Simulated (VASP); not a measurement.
Input of a VASP 6.6.1 run:

The input POSCAR:

```
GaN
1.0
    0.0000000000      2.2535006075      2.2535006075
    2.2535006075      0.0000000000      2.2535006075
    2.2535006075      2.2535006075      0.0000000000
Ga N
1 1
Direct
   -0.0096075568     -0.0096075568     -0.0096075568
    0.7500000000      0.7500000000      0.7500000000
```

File INCAR.step1:

```
PREC = Accurate ; ENCUT = 520
ISMEAR = 0 ; SIGMA = 0.2
LREAL = F ; LASPH = T
NELM = 80 ; NBANDS = 16
GGA = PE ; ALGO = Normal
EDIFF = 1E-4 ; LWAVE = T
LCHARG = F
```

File INCAR.step2:

```
PREC = Accurate ; ENCUT = 520
EDIFF = 1E-7 ; ISMEAR = 0
SIGMA = 0.2 ; LREAL = F
LASPH = T ; NELM = 80
ALGO = Normal ; ISIF = 2
LWAVE = F ; LCHARG = F
METAGGA = R2SCAN ; LMIXTAU = T
NBANDS = 16 ; ISTART = 1
```

The input KPOINTS:

```
Automatic mesh
0
Gamma
  10 10 10
```

Potentials or basis: VASP PAW PBE potentials, release 64 (Ga_d, N).

The run is started by

```bash
$ cat potpaw_PBE.64/Ga_d/POTCAR potpaw_PBE.64/N/POTCAR > POTCAR
$ cp INCAR.step1 INCAR
$ mpirun -np 1 vasp_std > vasp.out
$ cp INCAR.step2 INCAR
$ mpirun -np 1 vasp_std > vasp.out
```

**Question.** Estimate the band gap on the k mesh.

**Answer.** 2.04 eV.

**Question.** Estimate the largest force.

**Answer.** 1.156 eV/Å.

**Question.** Predict the pressure.

**Answer.** 0.5 GPa.

Stress tensor (GPa, compression positive):
```
0.48 3.12 3.12
3.12 0.48 3.12
3.12 3.12 0.48
```

Caveat: the cell differs from its parent crystal (all Ga atoms moved +0.075 Å, as atom 1 towards its neighbour atom 2 (N) at 1.952 Å); the PAW data sets were made with another functional, which shifts forces and pressure a little.
